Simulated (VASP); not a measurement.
Runs of VASP 6.6.1 on MnO2. It takes space group Pmmn (No. 59, orthorhombic). The conventional cell has a = 2.904 Å, b = 3.845 Å, c = 6.164 Å, α = 90.00°, β = 90.00°, γ = 90.00°. Mn (site symmetry mm2) has 6 O at 1.83 to 2.05 Å within 2.4 Å. O (site symmetry mm2) has 2 Mn at 1.83 Å within 2.4 Å. Within 2.6 Å of O (site symmetry mm2) lie 4 Mn at 1.98 to 2.05 Å and 5 O at 2.56 to 2.59 Å. 

| level | spin | fixed moment (μB) | k mesh | gap on the mesh (eV) | pressure (GPa) | moment (μB) | largest force (eV/Å) |
| --- | --- | --- | --- | --- | --- | --- | --- |
| r2SCAN | collinear, ferromagnetic start | - | 7 × 5 × 4 | none | -11.6 | 6.00 | 0.89 |
| PBEsol | collinear, zero start | 0.0 | 8 × 6 × 4 | - | -22.0 | 0.00 | 3.15 |
| PBE | off | - | 9 × 7 × 5 | none | (b) | - | 2.74 |
| r2SCAN | off | - | 7 × 5 × 4 | none | (a) | - | 3.26 |

Alike in all rows: task single point; potentials or basis VASP PAW PBE potentials, release 64 (Mn_pv, O); cell as given; cutoff (eV) 520; smearing fermi-dirac 0.05 eV.

Question: Fill in the values left out.

Answer: (a) -21.6; (b) -15.4.

Caveats: the PAW data sets were made with another functional, which shifts forces and pressure a little (at least some runs); semilocal functionals often make such compounds metallic where correlation or magnetic order opens a gap, which also shifts bond lengths (at least some runs); the stress differs along the axes, from -15 to -9 GPa (at least some runs); the run started ferromagnetic, and an antiferromagnetic order may lie lower in energy (at least some runs); the stress differs along the axes, from -27 to -17 GPa (at least some runs); the total moment is fixed, so each spin has its own Fermi level (at least some runs); the stress differs along the axes, from -20 to -11 GPa (at least some runs).

A gap of «none» marks levels without a gap at the run's occupations.
